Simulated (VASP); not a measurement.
Set up this calculation in VASP 6.6.1, as the native input.

```yaml
Task: single point
Functional: r2SCAN
Potentials_or_basis: VASP PAW PBE potentials, release 64 (Sr_sv)
Cutoff: 520 eV
k_mesh: 9 × 9 × 9
Occupations: fermi-dirac, width 0.2 eV
Spin: no spin polarisation
Dipole_correction: no
Further_INCAR_settings: ALGO = Normal; EDIFF = 1e-06; NBANDS = 11
```

The system is Sr.

```xyz
1
Lattice="0.0000 3.0521 3.0521 3.0521 0.0000 3.0521 3.0521 3.0521 0.0000" Properties=species:S:1:pos:R:3 pbc="T T T"
Sr    0.0000    0.0000    0.0000
```

These files were run (other wordings do the same):

POSCAR

```
Sr
1.0
    0.0000000000      3.0521104090      3.0521104090
    3.0521104090      0.0000000000      3.0521104090
    3.0521104090      3.0521104090      0.0000000000
Sr
1
Direct
    0.0000000000      0.0000000000      0.0000000000
```

INCAR.step1

```
PREC = Accurate
ENCUT = 520
ISMEAR = -1
SIGMA = 0.2
LREAL = False
LASPH = True
NELM = 60
NBANDS = 11
GGA = PE
ALGO = Normal
EDIFF = 1E-4
LWAVE = True
LCHARG = False
```

INCAR.step2

```
PREC = Accurate
ENCUT = 520
EDIFF = 1E-6
ISMEAR = -1
SIGMA = 0.2
LREAL = False
LASPH = True
NELM = 60
ALGO = Normal
ISIF = 2
LWAVE = False
LCHARG = False
METAGGA = R2SCAN
LMIXTAU = True
NBANDS = 11
ISTART = 1
```

KPOINTS

```
Automatic mesh
0
Gamma
  9 9 9
```

Potentials or basis: VASP PAW PBE potentials, release 64 (Sr_sv).

Launch:

```sh
$ cat potpaw_PBE.64/Sr_sv/POTCAR > POTCAR
$ cp INCAR.step1 INCAR
$ mpirun -np 1 vasp_std > vasp.out
$ cp INCAR.step2 INCAR
$ mpirun -np 1 vasp_std > vasp.out
```

It gave:

```json
{
  "Pressure": "0.1 GPa",
  "Band gap on the k mesh": "zero (band 5 reaches 1.46 eV, above the bottom of band 6 at 1.45 eV)"
}
```

Caveat: the PAW data sets were made with another functional, which shifts forces and pressure a little.

Run time: 43 s on 1 thread of Intel(R) Xeon(R) Platinum 8375C CPU @ 2.90GHz (Ice Lake), with other jobs on the host, peak memory 0.19 GiB.
